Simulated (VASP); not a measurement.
# Ti2RuC3 (P-3m1) in VASP: a series of runs, part 2 of 3

VASP 6.6.1.

## 3. Single point, PBE

Contents of INCAR:

```
SYSTEM = Ti2RuC3
  PREC = Accurate
  ENCUT = 520
  EDIFF = 1E-7
  ISMEAR = 0
  SIGMA = 0.1
  LREAL = .FALSE.
  LASPH = .TRUE.
  NELM = 60
  ALGO = Normal
  ISIF = 2
  LWAVE = .FALSE.
  LCHARG = .FALSE.
  GGA = PE
  NBANDS = 34
```

Contents of KPOINTS:

```
regular mesh
0
G
  12 12 4
  0 0 0
```

Contents of POSCAR:

```
Ti2RuC3
1.0
    3.1083042683      0.0000000000      0.0000000000
   -1.5541521341      2.6918704590      0.0000000000
    0.0000000000      0.0000000000      7.2198820917
Ti Ru C
2 1 3
Direct
    0.3333333333      0.6666666667      0.6733181658
    0.6666666667      0.3333333333      0.3266818342
    0.0000000000      0.0000000000      0.0000000000
    0.0000000000      0.0000000000      0.5000000000
    0.3333333333      0.6666666667      0.1598101740
    0.6666666667      0.3333333333      0.8401898260
```

Potentials or basis: VASP PAW PBE potentials, release 64 (Ti_sv, Ru_pv, C).

Started as:

```console
> cat potpaw_PBE.64/Ti_sv/POTCAR potpaw_PBE.64/Ru_pv/POTCAR potpaw_PBE.64/C/POTCAR > POTCAR
> mpirun -np 1 vasp_std > vasp.out
```

OUTCAR:

```text
SYSTEM = Ti2RuC3
   PREC = Accurate
   ENCUT = 520
   EDIFF = 1E-7
   ISMEAR = 0
   LREAL = .FALSE.
   LASPH = .TRUE.
   NELM = 60
   ISIF = 2
   GGA = PE

 ion  position               nearest neighbor table
   1  0.333  0.667  0.673-   6 2.16   6 2.16   6 2.16   4 2.19   4 2.19   4 2.19   3 2.96   3 2.96
                             3 2.96
   2  0.667  0.333  0.327-   5 2.16   5 2.16   5 2.16   4 2.19   4 2.19   4 2.19   3 2.96   3 2.96
                             3 2.96
   3  0.000  0.000  0.000-   5 2.13   6 2.13   5 2.13   6 2.13   6 2.13   5 2.13   1 2.96   2 2.96
                             1 2.96   2 2.96   1 2.96   2 2.96
   4  0.000  0.000  0.500-   1 2.19   2 2.19   1 2.19   2 2.19   2 2.19   1 2.19
[... 1098 lines left out ...]
  Total        0.0869236      0.0869236      0.0701100      0.0000000     -0.0000000     -0.0000000
  in kB        2.3053704      2.3053704      1.8594435      0.0000000     -0.0000000     -0.0000000
  external PRESSURE =       2.1567281 kB  Pullay stress =       0.0000000 kB

 VOLUME and BASIS-vectors are now :
 -----------------------------------------------------------------------------
  energy-cutoff  :      520.00
  volume of cell :       60.41
      direct lattice vectors                 reciprocal lattice vectors
     3.108304268  0.000000000  0.000000000     0.321718826  0.185744451  0.000000000
    -1.554152134  2.691870459  0.000000000     0.000000000  0.371488902  0.000000000
     0.000000000  0.000000000  7.219882092     0.000000000  0.000000000  0.138506417

 POSITION                                       TOTAL-FORCE (eV/Angst)
 -----------------------------------------------------------------------------------
     -0.00000      1.79458      4.86128         0.000000     -0.000000     -0.002201
      1.55415      0.89729      2.35860        -0.000000      0.000000      0.002201
      0.00000      0.00000      0.00000        -0.000000     -0.000000      0.000000
      0.00000      0.00000      3.60994        -0.000000     -0.000000      0.000000
     -0.00000      1.79458      1.15381        -0.000000     -0.000000     -0.008984
      1.55415      0.89729      6.06607         0.000000     -0.000000      0.008984
 -----------------------------------------------------------------------------------
    total drift:                                0.000000     -0.000000      0.000000

  FREE ENERGIE OF THE ION-ELECTRON SYSTEM (eV)
  ---------------------------------------------------
  free  energy   TOTEN  =       -54.1920908434 eV

  energy  without entropy=      -54.1754554729  energy(sigma->0) =      -54.18377316
```

OSZICAR:

```text
N       E                     dE             d eps       ncg     rms          rms(c)
DAV:   1     0.614839945103E+03    0.61484E+03   -0.25282E+04  4692   0.173E+03
DAV:   2     0.660853157421E+01   -0.60823E+03   -0.58628E+03  4818   0.528E+02
DAV:   3    -0.630532642465E+02   -0.69662E+02   -0.67272E+02  7278   0.155E+02
DAV:   4    -0.684625744479E+02   -0.54093E+01   -0.53435E+01  6496   0.383E+01
DAV:   5    -0.687169887602E+02   -0.25441E+00   -0.25425E+00  6628   0.731E+00    0.381E+01
DAV:   6    -0.589614143307E+02    0.97556E+01   -0.11800E+02  6122   0.723E+01    0.192E+01
DAV:   7    -0.552594097052E+02    0.37020E+01   -0.26322E+01  5944   0.416E+01    0.117E+01
DAV:   8    -0.546597442983E+02    0.59967E+00   -0.19231E+01  6374   0.244E+01    0.729E+00
DAV:   9    -0.542134065239E+02    0.44634E+00   -0.18807E+00  6328   0.985E+00    0.285E+00
DAV:  10    -0.541866215432E+02    0.26785E-01   -0.26244E-01  7348   0.303E+00    0.907E-01
DAV:  11    -0.541915220453E+02   -0.49005E-02   -0.27651E-02  5784   0.105E+00    0.512E-01
DAV:  12    -0.541921808104E+02   -0.65877E-03   -0.10047E-02  6494   0.768E-01    0.104E-01
DAV:  13    -0.541920945287E+02    0.86282E-04   -0.62884E-04  6628   0.165E-01    0.493E-02
DAV:  14    -0.541920947446E+02   -0.21590E-06   -0.18469E-04  6886   0.101E-01    0.228E-02
DAV:  15    -0.541920915483E+02    0.31963E-05   -0.16776E-05  6278   0.271E-02    0.969E-03
DAV:  16    -0.541920907635E+02    0.78478E-06   -0.31658E-06  6674   0.113E-02    0.183E-03
DAV:  17    -0.541920908434E+02   -0.79958E-07   -0.21765E-07  4210   0.306E-03
   1 F= -.54192091E+02 E0= -.54183773E+02  d E =-.166354E-01
```

It took 3.8 min on 1 thread of Intel Xeon 8259CL, shared host; peak memory 0.27 GiB.

What came out:

* Free energy: -54.1921 eV
* Pressure: 0.2 GPa
* Largest force: 0.009 eV/Å
* Band gap on the k mesh: zero (bands 25 and 26 overlap by 0.47 eV)

Forces on the atoms (eV/Å):
```
Ti   0.000  0.000 -0.002
Ti   0.000  0.000  0.002
Ru   0.000  0.000  0.000
C    0.000  0.000  0.000
C    0.000  0.000 -0.009
C    0.000  0.000  0.009
```

## 4. Single point, PBE

Contents of INCAR:

```
PREC = Accurate
ENCUT = 520
EDIFF = 1E-6
ISMEAR = 0
SIGMA = 0.1
LREAL = False
LASPH = True
NELM = 100
ALGO = Normal
ISIF = 2
LWAVE = False
LCHARG = True
GGA = PE
LELF = True
LVHAR = True
NBANDS = 34
```

Contents of KPOINTS:

```
regular mesh
0
Gamma
  12 12 4
```

Contents of POSCAR:

```
Ti2RuC3
1.0
    3.1085143557      0.0000000000      0.0000000000
   -1.5542571778      2.6920524001      0.0000000000
    0.0000000000      0.0000000000      7.2190057217
Ti Ru C
2 1 3
Direct
    0.3333333333      0.6666666667      0.6733565482
    0.6666666667      0.3333333333      0.3266434518
    0.0000000000      0.0000000000      0.0000000000
    0.0000000000      0.0000000000      0.5000000000
    0.3333333333      0.6666666667      0.1598069986
    0.6666666667      0.3333333333      0.8401930014
```

Started as:

```console
> cat potpaw_PBE.64/Ti_sv/POTCAR potpaw_PBE.64/Ru_pv/POTCAR potpaw_PBE.64/C/POTCAR > POTCAR
> mpirun -np 1 vasp_std > vasp.out
```

Wall time 3.7 min (1 thread of Intel Xeon 8259CL, shared host); peak memory 0.27 GiB.

It converged, with:

```
Free energy            : -54.1921 eV
Pressure               : 0.2 GPa
Largest force          : 0.010 eV/Å
Band gap on the k mesh : zero (bands 25 and 26 overlap by 0.47 eV)
```

Forces in eV/Å, atoms in the order of the input:
```
Ti   0.000  0.000 -0.009
Ti   0.000  0.000  0.009
Ru   0.000  0.000  0.000
C    0.000  0.000  0.000
C    0.000  0.000 -0.010
C    0.000  0.000  0.010
```

Levels at points of the mesh, in eV from the Fermi level:
| k point | band 23 | band 24 | band 25 | band 26 | band 27 | band 28 |
| --- | --- | --- | --- | --- | --- | --- |
| (0.00, 0.00, 0.00) | -0.83 | 0.32 | 0.32 | 0.71 | 0.71 | 1.10 |
| (0.50, 0.00, 0.00) | -1.04 | -0.66 | -0.59 | -0.13 | 1.24 | 1.44 |
| (0.00, 0.00, 0.50) | -1.85 | -1.85 | -1.81 | 0.68 | 0.68 | 1.00 |
| (0.50, 0.00, 0.50) | -2.10 | -0.90 | -0.62 | 0.28 | 0.36 | 2.23 |

## 5. Relaxation of cell and atoms, PBE

This run uses another cell than the first one, of 11.52 Å³/atom.

Contents of INCAR:

```
  PREC = Accurate
  ENCUT = 600
  EDIFF = 1E-6
  ISMEAR = 0
  SIGMA = 0.2
  LREAL = F
  LASPH = T
  NELM = 100
  ALGO = Normal
  ISIF = 3
  LWAVE = F
  LCHARG = F
  GGA = PE
  IBRION = 2
  NSW = 36
  EDIFFG = -0.08
```

Contents of KPOINTS:

```
Automatic mesh
0
Gamma
  6 6 2
```

Contents of POSCAR:

```
Ti2RuC3
1.0
    3.1895103600      0.0000000000      0.0000000000
   -1.5947551800      2.7621970000      0.0000000000
    0.0000000000      0.0000000000      7.8455801500
Ti Ru C
2 1 3
Direct
    0.3333333300      0.6666666700      0.6600000000
    0.6666666700      0.3333333300      0.3400000000
    0.0000000000      0.0000000000      0.0000000000
    0.0000000000      0.0000000000      0.5000000000
    0.3333333300      0.6666666700      0.1650000000
    0.6666666700      0.3333333300      0.8350000000
```

Potentials or basis: VASP PAW PBE potentials, release 64 (Ti_sv, Ru_pv, C).

Started as:

```console
> cat potpaw_PBE.64/Ti_sv/POTCAR potpaw_PBE.64/Ru_pv/POTCAR potpaw_PBE.64/C/POTCAR > POTCAR
> mpirun -np 1 vasp_std > vasp.out
```

OUTCAR:

```text
PREC = Accurate
   ENCUT = 600
   EDIFF = 1E-6
   ISMEAR = 0
   LREAL = F
   LASPH = T
   NELM = 100
   ISIF = 3
   GGA = PE
   IBRION = 2
   NSW = 36
   EDIFFG = -0.08

 ion  position               nearest neighbor table
   1  0.333  0.667  0.660-   4 2.23   4 2.23   4 2.23   6 2.30   6 2.30   6 2.30
   2  0.667  0.333  0.340-   4 2.23   4 2.23   4 2.23   5 2.30   5 2.30   5 2.30
   3  0.000  0.000  0.000-   5 2.25   6 2.25   6 2.25   5 2.25   6 2.25   5 2.25
   4  0.000  0.000  0.500-   1 2.23   2 2.23   2 2.23   1 2.23   2 2.23   1 2.23
   5  0.333  0.667  0.165-   3 2.25   3 2.25   3 2.25   2 2.30   2 2.30   2 2.30
   6  0.667  0.333  0.835-   3 2.25   3 2.25   3 2.25   1 2.30   1 2.30   1 2.30

  LATTYP: Found a hexagonal cell.
 ALAT       =     3.1895103600
 C/A-ratio  =     2.4598070752

  Lattice vectors:

 A1 = (   3.1895103600,   0.0000000000,   0.0000000000)
 A2 = (  -1.5947551800,   2.7621970000,   0.0000000000)
 A3 = (   0.0000000000,   0.0000000000,   7.8455801500)

Analysis of symmetry for initial positions (statically):
=====================================================================
 Subroutine PRICEL returns:
 Original cell was already a primitive cell.

 Routine SETGRP: Setting up the symmetry group for a
 hexagonal supercell.

 Subroutine GETGRP returns: Found 12 space group operations
 (whereof 12 operations were pure point group operations)
 out of a pool of 24 trial point group operations.

The static configuration has the point symmetry D_3d.

Analysis of symmetry for dynamics (positions and initial velocities):
[... 159 lines left out ...]

 E-fermi :   8.7786     XC(G=0): -12.3357

 val. band max:        8.6561183660   @ k =   0.3333   0.1667   0.0000
 cond. band min:       8.8007031486   @ k =   0.1667   0.1667   0.5000
 fundamental gap:      0.1445847826
 Fermi energy:         8.7785859778

 k-point     1 :       0.0000    0.0000    0.0000
  band No.  band energies     occupation
      1     -48.5459      2.00000
      2     -48.5178      2.00000
      3     -34.4450      2.00000
      4     -34.2870      2.00000
      5     -34.2870      2.00000
      6     -24.9071      2.00000
[... 564 lines left out ...]
  FREE ENERGIE OF THE ION-ELECTRON SYSTEM (eV)
  ---------------------------------------------------
  free  energy   TOTEN  =       -54.1056989658 eV

  energy  without entropy=      -54.0168340945  energy(sigma->0) =      -54.06126653

[... ionic steps 4 to 8 ...]

--------------------------------------- Ionic step        9  -------------------------------------------

 number of electron      50.0000001 magnetization

------------------------ aborting loop because EDIFF is reached ----------------------------------------
[... 75 lines left out ...]
--------------------------------------- Ionic step       11  -------------------------------------------

 number of electron      50.0000001 magnetization

 Free energy of the ion-electron system (eV)
  ---------------------------------------------------
  ext. energy  EPLUGINS =         0.00000000
  ---------------------------------------------------
  free energy    TOTEN  =       -54.25832269 eV

  energy without entropy =      -54.20438860  energy(sigma->0) =      -54.23135564

 E-fermi :  10.5617     XC(G=0): -13.0473

 val. band max:       10.4278814597   @ k =   0.5000   0.0000   0.0000
 cond. band min:      10.6000132800   @ k =   0.3333   0.1667   0.0000
 fundamental gap:      0.1721318203
 Fermi energy:        10.5617215131

 k-point     1 :       0.0000    0.0000    0.0000
  band No.  band energies     occupation
      1     -46.5400      2.00000
      2     -46.5071      2.00000
      3     -32.9182      2.00000
      4     -32.6733      2.00000
      5     -32.6733      2.00000
      6     -22.9939      2.00000
[... 484 lines left out ...]
  FREE ENERGIE OF THE ION-ELECTRON SYSTEM (eV)
  ---------------------------------------------------
  free  energy   TOTEN  =       -54.2583226868 eV

  energy  without entropy=      -54.2043885990  energy(sigma->0) =      -54.23135564

 reached required accuracy - stopping structural energy minimisation
```

It took 11 min on 1 thread of Intel Xeon 8259CL, shared host; peak memory 0.25 GiB.

Results:

* Free energy: -54.2583 eV
* Relaxed volume: 10.07 Å³/atom
* Relaxed cell: a = 3.110 Å, b = 3.110 Å, c = 7.214 Å, α = 90.00°, β = 90.00°, γ = 120.00°
* Space group after relaxing (to 0.1 Å): P-3m1 (No. 164)
* Energy gained by relaxing: 177.2 meV/atom
* Ionic steps: 11
* Pressure after relaxing: 0.0 GPa
* Largest force after relaxing: 0.030 eV/Å
* Band gap on the k mesh: zero (bands 25 and 26 overlap by 0.47 eV)

Forces in eV/Å, atoms in the order of the input:
```
Ti   0.000  0.000  0.017
Ti   0.000  0.000 -0.017
Ru   0.000  0.000  0.000
C    0.000  0.000  0.000
C    0.000  0.000 -0.030
C    0.000  0.000  0.030
```

Step by step:
```tsv
step	energy change (eV)	largest force (eV/Å)	pressure (GPa)	volume (Å³)
1	0.0000	1.1423	-27.37	69.12
2	0.5958	0.8008	64.09	51.23
3	-0.9108	1.2422	0.10	60.42
4	-0.9123	1.2383	1.38	60.14
5	-1.0290	0.2496	1.33	60.10
6	-1.0421	0.3478	1.62	60.08
7	-1.0424	0.3337	1.58	60.09
8	-1.0592	0.1239	-2.26	60.92
9	-1.0598	0.1573	-1.67	60.79
10	-1.0616	0.0803	1.26	60.15
11	-1.0634	0.0299	0.03	60.41
```

Final structure:
```yaml
crystal:
  lattice:
    - [3.10974, 0.00000, 0.00000]
    - [-1.55487, 2.69312, 0.00000]
    - [0.00000, 0.00000, 7.21377]
  atoms:
    - { symbol: Ti, position: [0.33333, 0.66667, 0.67340] }
    - { symbol: Ti, position: [0.66667, 0.33333, 0.32660] }
    - { symbol: Ru, position: [0.00000, 0.00000, 0.00000] }
    - { symbol: C, position: [0.00000, 0.00000, 0.50000] }
    - { symbol: C, position: [0.33333, 0.66667, 0.15958] }
    - { symbol: C, position: [0.66667, 0.33333, 0.84042] }
```

Caveat: the k points lie up to 0.44 Å⁻¹ apart in the final cell.

(Continued in part 3 of 3.)

The gap in the log of VASP goes by the Fermi energy; the results here count the filled bands.